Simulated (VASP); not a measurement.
# La (Fd-3m) in VASP: further runs, part 2 of 2

VASP 6.6.1. The steps go on from the part before.

## 5. Single point, PBEsol (volume scaled by 0.96)

Contents of INCAR:

```
PREC = Accurate
ENCUT = 520
EDIFF = 1E-6
ISMEAR = -1
SIGMA = 0.1
LREAL = F
LASPH = T
NELM = 80
ALGO = Normal
ISIF = 2
LWAVE = F
LCHARG = F
GGA = PS
NBANDS = 18
```

Contents of KPOINTS:

```
regular mesh
0
Gamma
  9 9 9
```

Contents of POSCAR:

```
La
1.0
    0.0000000000      3.2395303383      3.2395303383
    3.2395303383      0.0000000000      3.2395303383
    3.2395303383      3.2395303383      0.0000000000
La
2
Direct
    0.1250000000      0.1250000000      0.1250000000
    0.8750000000      0.8750000000      0.8750000000
```

Potentials or basis: VASP PAW PBE potentials, release 64 (La).

Command:

```
cat potpaw_PBE.64/La/POTCAR > POTCAR
mpirun -np 1 vasp_std > vasp.out
```

OUTCAR:

```text
PREC = Accurate
   ENCUT = 520
   EDIFF = 1E-6
   ISMEAR = -1
   LREAL = F
   LASPH = T
   NELM = 80
   ISIF = 2
   GGA = PS

 ion  position               nearest neighbor table
   1  0.125  0.125  0.125-   2 2.81   2 2.81   2 2.81   2 2.81
   2  0.875  0.875  0.875-   1 2.81   1 2.81   1 2.81   1 2.81

  LATTYP: Found a face centered cubic cell.
 ALAT       =     6.4790606766

  Lattice vectors:

 A1 = (   0.0000000000,   3.2395303383,   3.2395303383)
 A2 = (   3.2395303383,   0.0000000000,   3.2395303383)
 A3 = (   3.2395303383,   3.2395303383,   0.0000000000)

Analysis of symmetry for initial positions (statically):
=====================================================================
 Subroutine PRICEL returns:
 Original cell was already a primitive cell.

 Routine SETGRP: Setting up the symmetry group for a
 face centered cubic supercell.

 Subroutine GETGRP returns: Found 48 space group operations
 (whereof 12 operations were pure point group operations)
 out of a pool of 48 trial point group operations.

The static configuration has the point symmetry D_3d.
 The point group associated with its full space group is O_h .

Analysis of symmetry for dynamics (positions and initial velocities):
=====================================================================
 Subroutine PRICEL returns:
 Original cell was already a primitive cell.

 Routine SETGRP: Setting up the symmetry group for a
 face centered cubic supercell.

 Subroutine GETGRP returns: Found 48 space group operations
 (whereof 12 operations were pure point group operations)
 out of a pool of 48 trial point group operations.

The dynamic configuration has the point symmetry D_3d.
 The point group associated with its full space group is O_h .

 Subroutine INISYM returns: Found 48 space group operations
[... 104 lines left out ...]
   ISYM   =      2    0-nonsym 1-usesym 2-fastsym
   POTIM  = 0.5000    time-step for ionic-motion
   TEBEG  =    0.0;   TEEND  =   0.0 temperature during run
   PSTRESS=    0.0 pullay stress
   NELECT =      22.0000    total number of electrons
   NUPDOWN=      -1.0000    fix difference up-down
   EMIN   =  10.00;   EMAX   =-10.00  energy-range for DOS
   EFERMI =   0.00;   METHOD = LEGACY
   ISMEAR =    -1;   SIGMA  =   0.10  broadening in eV -4-tet -1-fermi 0-gaus
   EFERMI_NEDOS =   21; number of points for ismear=-14 and -15
   IALGO  =     38    algorithm
   IMIX   =      4    mixing-type and parameters
     AMIX     =   0.40;   BMIX     =  1.00
     AMIX_MAG =   1.60;   BMIX_MAG =  1.00
  volume/ion in A,a.u.               =      34.00       229.43
  Fermi-wavevector in a.u.,A,eV,Ry     =   1.123890  2.123843 17.185899  1.263128
  Thomas-Fermi vector in A             =   2.260558
   LORBIT       =      0    0 simple, 1 ext, 2 COOP (PROOUT), +10 PAW based schemes
   GGA     = PS    functional components
   LHFCALC =     F    Hartree Fock is set to
   AEXX    =    0.0000 exact exchange contribution
   IVDW    =     0    specifies the selected vdW correction
   LEPSILON=     F    determine dielectric tensor
   LRPA    =     F    only Hartree local field effects (RPA)
 non-spin polarized calculation
  energy-cutoff  :      520.00
  volume of cell :       67.99
 maximum number of plane-waves:      1853
 NGX is ok and might be reduce to    36
   NGX = 17   NGY = 17   NGZ = 17

 number of electron      21.9999999 magnetization

 Free energy of the ion-electron system (eV)
  ---------------------------------------------------
  ext. energy  EPLUGINS =         0.00000000
  ---------------------------------------------------
  free energy    TOTEN  =        -8.79871458 eV

  energy without entropy =       -8.74319706  energy(sigma->0) =       -8.77095582

 E-fermi :   8.1332     XC(G=0):  -9.7775

 val. band max:        8.0593126692   @ k =  -0.4444   0.4444   0.1111
 cond. band min:       8.1591236573   @ k =   0.3333   0.3333   0.0000
 fundamental gap:      0.0998109880
 Fermi energy:         8.1331517281

 k-point     1 :       0.0000    0.0000    0.0000
  band No.  band energies     occupation
      1     -25.4888      2.00000
      2     -23.2955      2.00000
      3      -9.6855      2.00000
      4      -9.6855      2.00000
      5      -9.6855      2.00000
      6      -7.1962      2.00000
[... 481 lines left out ...]
      5      -8.5334      2.00000
      6      -8.1354      2.00000
[... 10 lines left out ...]
     17      10.2460      0.00000
     18      10.3366      0.00000

 [... further k-points ...]
[... 5 lines left out ...]
  --------------------------------------------------------------------------------------
  -------------------------------------------------------------------------------------
  Total        1.0401627      1.0401627      1.0401627     -0.0000000     -0.0000000     -0.0000000
  in kB       24.5095718     24.5095718     24.5095718     -0.0000000     -0.0000000     -0.0000000
  external PRESSURE =      24.5095718 kB  Pullay stress =       0.0000000 kB

 VOLUME and BASIS-vectors are now :
 -----------------------------------------------------------------------------
  energy-cutoff  :      520.00
  volume of cell :       67.99
      direct lattice vectors                 reciprocal lattice vectors
     0.000000000  3.239530338  3.239530338    -0.154343361  0.154343361  0.154343361
     3.239530338  0.000000000  3.239530338     0.154343361 -0.154343361  0.154343361
     3.239530338  3.239530338  0.000000000     0.154343361  0.154343361 -0.154343361

 POSITION                                       TOTAL-FORCE (eV/Angst)
 -----------------------------------------------------------------------------------
      0.80988      0.80988      0.80988        -0.000000     -0.000000      0.000000
      5.66918      5.66918      5.66918         0.000000      0.000000     -0.000000
 -----------------------------------------------------------------------------------
    total drift:                               -0.000000      0.000000      0.000000

  FREE ENERGIE OF THE ION-ELECTRON SYSTEM (eV)
  ---------------------------------------------------
  free  energy   TOTEN  =        -8.7987145839 eV

  energy  without entropy=       -8.7431970636  energy(sigma->0) =       -8.77095582
```

OSZICAR:

```text
N       E                     dE             d eps       ncg     rms          rms(c)
DAV:   1     0.255033805259E+03    0.25503E+03   -0.79411E+03  1276   0.174E+03
DAV:   2     0.310451141148E+02   -0.22399E+03   -0.21997E+03  1788   0.307E+02
DAV:   3    -0.568576736097E+01   -0.36731E+02   -0.35985E+02  2102   0.146E+02
DAV:   4    -0.919895164735E+01   -0.35132E+01   -0.34776E+01  2512   0.415E+01
DAV:   5    -0.945800695331E+01   -0.25906E+00   -0.25806E+00  2120   0.113E+01    0.707E+00
DAV:   6    -0.892982741449E+01    0.52818E+00   -0.15287E+00  2512   0.108E+01    0.446E+00
DAV:   7    -0.880281338273E+01    0.12701E+00   -0.31282E-01  2512   0.363E+00    0.136E+00
DAV:   8    -0.879826650581E+01    0.45469E-02   -0.42419E-02  2448   0.194E+00    0.176E-01
DAV:   9    -0.879866546734E+01   -0.39896E-03   -0.16456E-03  2488   0.341E-01    0.494E-02
DAV:  10    -0.879871265949E+01   -0.47192E-04   -0.12713E-04  2512   0.108E-01    0.124E-02
DAV:  11    -0.879871468705E+01   -0.20276E-05   -0.10115E-05  2408   0.241E-02    0.312E-03
DAV:  12    -0.879871458385E+01    0.10319E-06   -0.19391E-06  1672   0.152E-02
   1 F= -.87987146E+01 E0= -.87709558E+01  d E =-.555175E-01
```

Run time: 25 s. Hardware: 1 thread of Intel Xeon Platinum 8481C at 2.70GHz (Sapphire Rapids), shared host; peak memory 0.23 GiB.

Results:

* Free energy: -8.7987 eV
* Pressure: 2.5 GPa
* Band gap on the k mesh: zero (band 11 reaches 8.16 eV, above the bottom of band 12 at 8.05 eV)

Caveat: the PAW data sets were made with another functional, which shifts forces and pressure a little; spin-orbit coupling is left out, which moves the levels of the heavy elements.

## 6. The runs side by side

| cell | k mesh | gap on the mesh (eV) | pressure (GPa) |
| --- | --- | --- | --- |
| a = 4.644 Å, angles 60.0°, 2 atoms | 8 × 8 × 8 | none | 0.0 |
| a = 4.450 Å, angles 60.0°, 2 atoms | 9 × 9 × 9 | none | 9.7 |
| a = 4.517 Å, angles 60.0°, 2 atoms | 9 × 9 × 9 | none | 5.6 |
| a = 4.581 Å, angles 60.0°, 2 atoms | 9 × 9 × 9 | none | 2.5 |

Alike in all rows: task single point; level PBEsol; potentials or basis VASP PAW PBE potentials, release 64 (La); no spin polarisation; cutoff (eV) 520; smearing fermi-dirac 0.1 eV.

Caveats: the PAW data sets were made with another functional, which shifts forces and pressure a little; spin-orbit coupling is left out, which moves the levels of the heavy elements.

Absolute energies hang on the potentials; compare differences alone.
